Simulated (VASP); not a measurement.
# Si3Ru (Cmmm) in VASP: relaxation of cell and atoms with PBE

Aim: the relaxation of cell and atoms of Si3Ru with PBE.

Everything below comes from runs of VASP 6.6.1. Logs are shortened: lines on timing, memory, paths and dates and some standing lists are left out, and cuts for length are marked.

**1. The cell of the first run**

The structure is orthorhombic, space group Cmmm (No. 65). Conventional cell: a = 2.812 Å, b = 4.402 Å, c = 8.808 Å, α = 90.00°, β = 90.00°, γ = 90.00°. Si (site symmetry mm2) has 4 Ru at 2.59 to 3.09 Å and 10 Si at 2.61 to 3.13 Å within 3.4 Å. Si (site symmetry mmm) has 14 Si at 2.61 to 3.13 Å within 3.4 Å. Ru (site symmetry mmm) has 8 Si at 2.59 to 3.09 Å and 6 Ru at 2.61 to 2.81 Å within 3.4 Å.

The cell was generated, and may not be a known phase.

**2. Relaxation of cell and atoms, PBE**

The input, INCAR:

```
SYSTEM = Si3Ru
PREC = Accurate
ENCUT = 560
EDIFF = 1E-7
ISMEAR = 0
SIGMA = 0.1
LREAL = .False.
LASPH = .True.
NELM = 120
ALGO = Normal
ISIF = 3
LWAVE = .False.
LCHARG = .False.
GGA = PE
IBRION = 2
NSW = 90
EDIFFG = -0.04
GGA_COMPAT = .False.
NELMIN = 4
```

The input, KPOINTS:

```
Automatic mesh
0
Gamma
  8 8 2
  0 0 0
```

The input, POSCAR:

```
Si3Ru
1.0
    1.4058792500     -2.2008184000      0.0000000000
    1.4058792500      2.2008184000      0.0000000000
    0.0000000000      0.0000000000      8.8079921800
Si Ru
3 1
Direct
    0.5000000000      0.5000000000      0.7533087700
    0.0000000000      0.0000000000      0.5000000000
    0.5000000000      0.5000000000      0.2466912300
    0.0000000000      0.0000000000      0.0000000000
```

Potentials or basis: VASP PAW PBE potentials, release 64 (Si, Ru_sv).

Run with:

```bash
> cat potpaw_PBE.64/Si/POTCAR potpaw_PBE.64/Ru_sv/POTCAR > POTCAR
> mpirun -np 1 vasp_std > vasp.out
```

OUTCAR:

```text
SYSTEM = Si3Ru
   PREC = Accurate
   ENCUT = 560
   EDIFF = 1E-7
   ISMEAR = 0
   LREAL = .False.
   LASPH = .True.
   NELM = 120
   ISIF = 3
   GGA = PE
   IBRION = 2
   NSW = 90
   EDIFFG = -0.04
   NELMIN = 4

 ion  position               nearest neighbor table
   1  0.500  0.500  0.753-   4 2.59   4 2.59   2 2.64   2 2.64   2 3.13   2 3.13
   2  0.000  0.000  0.500-   1 2.64   3 2.64   1 2.64   3 2.64   1 3.13   3 3.13   1 3.13   3 3.13

   3  0.500  0.500  0.247-   4 2.59   4 2.59   2 2.64   2 2.64   2 3.13   2 3.13
   4  0.000  0.000  0.000-   1 2.59   3 2.59   1 2.59   3 2.59

  LATTYP: Found a base centered orthorhombic cell.
 ALAT       =     2.8117585000
 B/A-ratio  =     1.5654391371
 C/A-ratio  =     3.1325564340

  Lattice vectors:

 A1 = (   1.4058792500,  -2.2008184000,   0.0000000000)
 A2 = (   1.4058792500,   2.2008184000,   0.0000000000)
 A3 = (   0.0000000000,   0.0000000000,   8.8079921800)

Analysis of symmetry for initial positions (statically):
=====================================================================
 Subroutine PRICEL returns:
 Original cell was already a primitive cell.

 Routine SETGRP: Setting up the symmetry group for a
 base centered orthorhombic supercell.

 Subroutine GETGRP returns: Found  8 space group operations
 (whereof  8 operations were pure point group operations)
 out of a pool of  8 trial point group operations.

The static configuration has the point symmetry D_2h.

Analysis of symmetry for dynamics (positions and initial velocities):
=====================================================================
 Subroutine PRICEL returns:
 Original cell was already a primitive cell.

 Routine SETGRP: Setting up the symmetry group for a
 base centered orthorhombic supercell.

 Subroutine GETGRP returns: Found  8 space group operations
 (whereof  8 operations were pure point group operations)
 out of a pool of  8 trial point group operations.

The dynamic configuration has the point symmetry D_2h.

 Subroutine INISYM returns: Found  8 space group operations
 (whereof  8 operations are pure point group operations),
 and found     1 'primitive' translations

----------------------------------------------------------------------------------------

[... 115 lines left out ...]
     AMIX     =   0.40;   BMIX     =  1.00
     AMIX_MAG =   1.60;   BMIX_MAG =  1.00
  volume/ion in A,a.u.               =      13.63        91.96
  Fermi-wavevector in a.u.,A,eV,Ry     =   1.311136  2.477688 23.389476  1.719078
  Thomas-Fermi vector in A             =   2.441618
   LORBIT       =      0    0 simple, 1 ext, 2 COOP (PROOUT), +10 PAW based schemes
   GGA     = PE    functional components
   LHFCALC =     F    Hartree Fock is set to
   AEXX    =    0.0000 exact exchange contribution
   IVDW    =     0    specifies the selected vdW correction
   LEPSILON=     F    determine dielectric tensor
   LRPA    =     F    only Hartree local field effects (RPA)
 conjugate gradient relaxation of ions
 non-spin polarized calculation
 Gauss-broadening in eV      SIGMA  =   0.10
  energy-cutoff  :      560.00
  volume of cell :       54.51
 maximum number of plane-waves:      1692
   NGX = 11   NGY = 11   NGZ = 33

--------------------------------------- Ionic step        1  -------------------------------------------

 number of electron      28.0000007 magnetization

 Free energy of the ion-electron system (eV)
  ---------------------------------------------------
  ext. energy  EPLUGINS =         0.00000000
  ---------------------------------------------------
  free energy    TOTEN  =       -24.15457429 eV

  energy without entropy =      -24.13735313  energy(sigma->0) =      -24.14596371

------------------------ aborting loop because EDIFF is reached ----------------------------------------

  FORCE on cell =-STRESS in cart. coord.  units (eV):
  Direction    XX          YY          ZZ          XY          YZ          ZX
  --------------------------------------------------------------------------------------
  -------------------------------------------------------------------------------------
  Total        0.7383552      5.9957367     -3.0332555      0.0000000      0.0000000      0.0000000
  in kB       21.7038483    176.2438577    -89.1621279      0.0000000      0.0000000      0.0000000
  external PRESSURE =      36.2618594 kB  Pullay stress =       0.0000000 kB
[... 95 lines left out ...]
  FREE ENERGIE OF THE ION-ELECTRON SYSTEM (eV)
  ---------------------------------------------------
  free  energy   TOTEN  =       -24.6192901591 eV

  energy  without entropy=      -24.6095462153  energy(sigma->0) =      -24.61441819

[... ionic steps 4 to 16 ...]

--------------------------------------- Ionic step       17  -------------------------------------------

 number of electron      28.0000003 magnetization

------------------------ aborting loop because EDIFF is reached ----------------------------------------
[... 71 lines left out ...]
--------------------------------------- Ionic step       19  -------------------------------------------

 number of electron      28.0000003 magnetization

 Free energy of the ion-electron system (eV)
  ---------------------------------------------------
  ext. energy  EPLUGINS =         0.00000000
  ---------------------------------------------------
  free energy    TOTEN  =       -24.73141267 eV

  energy without entropy =      -24.72034664  energy(sigma->0) =      -24.72587965

 E-fermi :  11.2717     XC(G=0): -11.8591

 val. band max:       11.2425151324   @ k =   0.2500   0.2500   0.5000
 cond. band min:      11.2900186411   @ k =  -0.3750   0.2500   0.0000
 fundamental gap:      0.0475035088
 Fermi energy:        11.2716607452

 k-point     1 :       0.0000    0.0000    0.0000
  band No.  band energies     occupation
      1     -61.3025      2.00000
      2     -31.3588      2.00000
      3     -31.3438      2.00000
      4     -30.9740      2.00000
      5      -2.5075      2.00000
      6      -0.2395      2.00000
[... 481 lines left out ...]
      5      -0.9859      2.00000
      6       0.3781      2.00000
[... 10 lines left out ...]
     17      15.3094      0.00000
     18      16.2673      0.00000

 [... further k-points ...]

------------------------ aborting loop because EDIFF is reached ----------------------------------------

  FORCE on cell =-STRESS in cart. coord.  units (eV):
  Direction    XX          YY          ZZ          XY          YZ          ZX
  --------------------------------------------------------------------------------------
  -------------------------------------------------------------------------------------
  Total       -0.0352905      0.0349994     -0.0368048      0.0000000      0.0000000      0.0000000
  in kB       -0.9873991      0.9792532     -1.0297676      0.0000000      0.0000000      0.0000000
  external PRESSURE =      -0.3459712 kB  Pullay stress =       0.0000000 kB
[... 19 lines left out ...]
  FREE ENERGIE OF THE ION-ELECTRON SYSTEM (eV)
  ---------------------------------------------------
  free  energy   TOTEN  =       -24.7314126719 eV

  energy  without entropy=      -24.7203466368  energy(sigma->0) =      -24.72587965

 reached required accuracy - stopping structural energy minimisation
```

Run time: 9.3 min. Hardware: 1 thread of Intel Xeon Platinum 8259CL at 2.50GHz (Skylake/Cascade Lake), shared host; peak memory 0.2 GiB.

Results:

```
Free energy                           : -24.7314 eV
Relaxed volume                        : 14.32 Å³/atom
Relaxed cell                          : a = 2.847 Å, b = 2.847 Å, c = 7.803 Å, α = 90.00°, β = 90.00°, γ = 115.15°
Space group after relaxing (to 0.1 Å) : Cmmm (No. 65)
Energy gained by relaxing             : 144.2 meV/atom
Ionic steps                           : 19
Pressure after relaxing               : 0.0 GPa
Largest force after relaxing          : 0.011 eV/Å
Band gap on the k mesh                : zero (bands 14 and 15 overlap by 2.90 eV)
```

Forces on the atoms (eV/Å):
```
Si   0.000  0.000  0.011
Si   0.000  0.000  0.000
Si   0.000  0.000 -0.011
Ru   0.000  0.000  0.000
```

The path:
| step | energy change (eV) | largest force (eV/Å) | pressure (GPa) | volume (Å³) |
| --- | --- | --- | --- | --- |
| 1 | 0.0000 | 1.0023 | 3.63 | 54.51 |
| 2 | -0.4204 | 0.7185 | -1.66 | 56.81 |
| 3 | -0.4647 | 0.5683 | -2.22 | 57.53 |
| 4 | -0.4561 | 0.2764 | -1.31 | 58.88 |
| 5 | -0.4715 | 0.3972 | -2.07 | 58.00 |
| 6 | -0.4929 | 0.2684 | 3.24 | 56.52 |
| 7 | -0.4959 | 0.0804 | 1.80 | 56.90 |
| 8 | -0.5249 | 0.2241 | 1.70 | 56.97 |
| 9 | -0.5319 | 0.2839 | 1.63 | 57.01 |
| 10 | -0.5368 | 0.5177 | 1.55 | 57.05 |
| 11 | -0.5519 | 0.1401 | -1.60 | 58.00 |
| 12 | -0.5522 | 0.1857 | -1.24 | 57.88 |
| 13 | -0.5619 | 0.1106 | -0.41 | 57.43 |
| 14 | -0.5724 | 0.0306 | 1.38 | 56.60 |
| 15 | -0.5745 | 0.0987 | 0.55 | 56.96 |
| 16 | -0.5752 | 0.0610 | 0.80 | 56.84 |
| 17 | -0.5764 | 0.0626 | -0.11 | 57.21 |
| 18 | -0.5764 | 0.0627 | -0.13 | 57.22 |
| 19 | -0.5768 | 0.0105 | -0.03 | 57.26 |

Final structure:
```cif
data_structure
_symmetry_space_group_name_H-M 'P 1'
_symmetry_Int_Tables_number 1
_cell_length_a 2.8473
_cell_length_b 2.8473
_cell_length_c 7.8029
_cell_angle_alpha 90.000
_cell_angle_beta 90.000
_cell_angle_gamma 115.151
_cell_volume 57.26
loop_
_atom_site_label
_atom_site_type_symbol
_atom_site_fract_x
_atom_site_fract_y
_atom_site_fract_z
_atom_site_occupancy
Si1 Si 0.50000 0.50000 0.76168 1
Si2 Si 0.00000 0.00000 0.50000 1
Si3 Si 0.50000 0.50000 0.23832 1
Ru1 Ru 0.00000 0.00000 0.00000 1
```

Levels at points of the mesh, in eV from the Fermi level:
| k point | band 10 | band 11 | band 12 | band 13 | band 14 | band 15 | band 16 | band 17 | band 18 |
| --- | --- | --- | --- | --- | --- | --- | --- | --- | --- |
| (0.00, 0.00, 0.00) | -2.70 | -1.89 | -1.77 | -0.20 | 0.24 | 4.33 | 7.12 | 7.15 | 7.30 |
| (0.50, 0.00, 0.00) | -4.58 | -3.76 | -3.24 | -1.25 | 0.44 | 1.50 | 1.86 | 2.48 | 3.48 |
| (0.50, 0.50, 0.00) | -3.19 | -3.13 | -2.81 | -1.30 | 0.18 | 0.19 | 1.08 | 1.98 | 3.46 |
| (0.00, 0.00, 0.50) | -2.70 | -1.90 | -1.67 | -0.20 | 1.40 | 4.71 | 5.16 | 5.86 | 7.54 |
| (0.50, 0.00, 0.50) | -4.42 | -2.47 | -1.70 | -1.29 | -1.22 | 0.47 | 1.05 | 3.27 | 3.53 |
| (0.50, 0.50, 0.50) | -4.42 | -3.16 | -2.54 | -1.57 | 0.79 | 1.07 | 1.35 | 1.41 | 1.73 |

The gap in the log of VASP goes by the Fermi energy; the results here count the filled bands.